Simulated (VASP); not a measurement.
Here is a VASP 6.6.1 calculation.

File INCAR:

```
SYSTEM = PbSe
PREC = Accurate
ENCUT = 520
EDIFF = 1E-7
ISMEAR = 0
SIGMA = 0.01
LREAL = .FALSE.
LASPH = .TRUE.
NELM = 100
ALGO = Normal
ISIF = 2
LWAVE = .FALSE.
LCHARG = .FALSE.
NBANDS = 28
```

Contents of KPOINTS:

```
regular mesh
0
G
  6 6 6
  0 0 0
```

File POSCAR:

```
PbSe
1.0
    0.0000000000      6.5386896052      3.0736697802
    3.0736711420      0.0000000000      3.0736697802
    3.0736711420      6.5386896052      0.0000000000
Pb Se
2 2
Direct
    0.1324252531      0.8506268962      0.1493731038
    0.8506268962      0.1324252531      0.8675747469
    0.6373131566      0.3456356941      0.6543643059
    0.3456356941      0.6373131566      0.3626868434
```

Potentials or basis: VASP PAW LDA potentials, release 64 (Pb_d, Se).

Launch:

```sh
$ cat potpaw_LDA.64/Pb_d/POTCAR potpaw_LDA.64/Se/POTCAR > POTCAR
$ mpirun -np 1 vasp_std > vasp.out
```

Question: Predict the largest force.

Answer: 0.119 eV/Å.

Question: What does it give for the band gap on the k mesh?

Answer: 0.45 eV (least direct gap 1.07 eV).

Question: What does it give for the pressure?

Answer: -2.0 GPa.

Forces on the atoms (eV/Å):
```
Pb   0.000  0.119  0.000
Pb   0.000 -0.119  0.000
Se   0.000  0.043  0.000
Se   0.000 -0.043  0.000
```

Caveat: spin-orbit coupling is left out, which moves the levels of the heavy elements. A k mesh can miss the band edges.
